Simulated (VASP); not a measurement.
Here is a VASP 6.6.1 calculation.

File INCAR:

```
SYSTEM = AgCl
PREC = Accurate
ENCUT = 520
EDIFF = 1E-6
ISMEAR = 0
SIGMA = 0.05
LREAL = .False.
LASPH = .True.
NELM = 80
ALGO = Normal
ISIF = 2
LWAVE = .False.
LCHARG = .False.
GGA = PE
NBANDS = 16
```

File KPOINTS:

```
Automatic mesh
0
Gamma
  8 8 8
  0 0 0
```

The input POSCAR:

```
AgCl
1.0
    0.0000000000      3.0305046789      3.0305046789
    3.0305046789      0.0000000000      3.0305046789
    3.0305046789      3.0305046789      0.0000000000
Ag Cl
1 1
Direct
    0.5000000000      0.5000000000      0.5000000000
    0.0000000000      0.0000000000      0.0000000000
```

Potentials or basis: VASP PAW PBE potentials, release 64 (Ag, Cl).

Run with:

```sh
$ cat potpaw_PBE.64/Ag/POTCAR potpaw_PBE.64/Cl/POTCAR > POTCAR
$ mpirun -np 1 vasp_std > vasp.out
```

Question: What does it give for the pressure?

Answer: -5.3 GPa.

Question: What does it give for the band gap on the k mesh?

Answer: 1.09 eV, indirect (least direct gap 2.41 eV).

Caveat: the cell differs from its parent crystal (strain +0.080 along x and y, +0.080 along z). A k mesh can miss the band edges.
